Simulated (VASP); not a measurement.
## Si2Mo: single point with PBE

The system is Si2Mo.

```
Si Mo
1.0
     4.58547    0.00000    0.00000
    -2.29274    3.97113    0.00000
     0.00000    0.00000    6.57976
Si Mo
6 3
Cartesian
  -1.1651 3.3201 5.4831
  1.1276 0.6510 1.0966
  2.2927 2.6691 3.2899
  3.4578 0.6510 5.4831
  1.1651 3.3201 1.0966
  0.0000 1.3021 3.2899
  2.2927 0.0000 3.2899
  -1.1464 1.9856 1.0966
  1.1464 1.9856 5.4831
```

```yaml
Program: VASP 6.6.1
Task: single point
Functional: PBE
Potentials_or_basis: VASP PAW PBE potentials, release 64 (Si, Mo_sv)
Cutoff: 520 eV
k_mesh: 12 × 12 × 6
Occupations: gaussian, width 0.01 eV
Spin: no spin polarisation
```

The pressure is 3.7 GPa. The largest force is 0.003 eV/Å and the band gap on the k mesh is 0.05 eV, indirect (least direct gap 0.54 eV).

Forces in eV/Å, atoms in the order of the input:
```
Si  -0.003  0.002  0.000
Si  -0.003 -0.002  0.000
Si   0.000  0.003  0.000
Si   0.003 -0.002  0.000
Si   0.003  0.002  0.000
Si   0.000 -0.003  0.000
Mo   0.000  0.000  0.000
Mo   0.000  0.000  0.000
Mo   0.000  0.000  0.000
```

Stress tensor (GPa, compression positive):
```
3.73 0.00 0.00
0.00 3.73 0.00
0.00 0.00 3.60
```

Levels at points of the mesh, in eV from the valence-band top:
```
           k point  band 31  band 32  band 33  band 34  band 35  band 36
(0.00, 0.00, 0.00)    -2.75    -2.10    -0.83     1.99     2.35     2.35
(0.50, 0.00, 0.00)    -1.58    -1.06    -0.65     0.05     0.70     0.85
(0.00, 0.00, 0.50)    -2.10    -0.74    -0.74     1.84     2.27     2.27
(0.50, 0.00, 0.50)    -1.97    -1.25     0.00     0.54     1.09     1.34
```

It took 11 min on 1 thread of AMD EPYC 7R13, with other jobs on the host, peak memory 0.41 GiB.

A k mesh can miss the band edges.
